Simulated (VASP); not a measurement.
The system is NaP6.

```xyz
7
Lattice="6.7876 0.0000 0.0000 -3.3938 5.8782 0.0000 0.0000 0.0000 3.7959" Properties=species:S:1:pos:R:3 pbc="T T T"
Na    0.0000    0.0000    1.8979
P     4.5080    0.0000    0.0000
P     1.1398    1.9742    0.0000
P    -2.2540    3.9040    0.0000
P     2.2796    0.0000    0.0000
P    -1.1398    1.9742    0.0000
P     2.2540    3.9040    0.0000
```

| Quantity | Value |
| --- | --- |
| Program | VASP 6.6.1 |
| Task | relaxation of cell and atoms |
| Functional | PBE |
| Dispersion | D3(BJ) |
| Potentials or basis | VASP PAW PBE potentials, release 64 (Na_pv, P) |
| Cutoff | 600 eV |
| k mesh | 6 × 6 × 10 |
| Occupations | gaussian, width 0.1 eV |
| Spin | no spin polarisation |

At the start: pressure 1.0 GPa; volume 21.64 Å³/atom.

Question: How do energy, volume and symmetry change on relaxing?

Answer: Over 11 steps the energy falls by 3.6 meV/atom and the volume is 21.30 Å³/atom (-1.6 %); space group P6/mmm (No. 191, to 0.05 Å).

Step by step:
| step | energy change (eV) | largest force (eV/Å) | pressure (GPa) | volume (Å³) |
| --- | --- | --- | --- | --- |
| 1 | 0.0000 | 0.0595 | 1.01 | 151.45 |
| 2 | -0.0136 | 0.0565 | -0.46 | 154.44 |
| 3 | -0.0143 | 0.0563 | -0.19 | 153.87 |
| 4 | -0.0162 | 0.0458 | -0.17 | 153.47 |
| 5 | -0.0204 | 0.0127 | -0.09 | 152.27 |
| 6 | -0.0228 | 0.0583 | 0.19 | 149.87 |
| 7 | -0.0239 | 0.0479 | 0.04 | 149.74 |
| 8 | -0.0241 | 0.0394 | -0.09 | 149.61 |
| 9 | -0.0242 | 0.0403 | -0.07 | 149.62 |
| 10 | -0.0245 | 0.0323 | -0.06 | 149.49 |
| 11 | -0.0251 | 0.0092 | 0.00 | 149.09 |

Final structure:
```yaml
crystal:
  lattice:
    - [6.86431, 0.00000, 0.00000]
    - [-3.43216, 5.94467, 0.00000]
    - [0.00000, 0.00000, 3.65360]
  atoms:
    - { symbol: Na, position: [0.00000, 0.00000, 0.50000] }
    - { symbol: P, position: [0.66010, 0.00000, 0.00000] }
    - { symbol: P, position: [0.33990, 0.33990, 0.00000] }
    - { symbol: P, position: [0.00000, 0.66010, 0.00000] }
    - { symbol: P, position: [0.33990, 0.00000, 0.00000] }
    - { symbol: P, position: [0.00000, 0.33990, 0.00000] }
    - { symbol: P, position: [0.66010, 0.66010, 0.00000] }
```

Caveat: pairwise dispersion overbinds metals, which lowers pressure and volume.
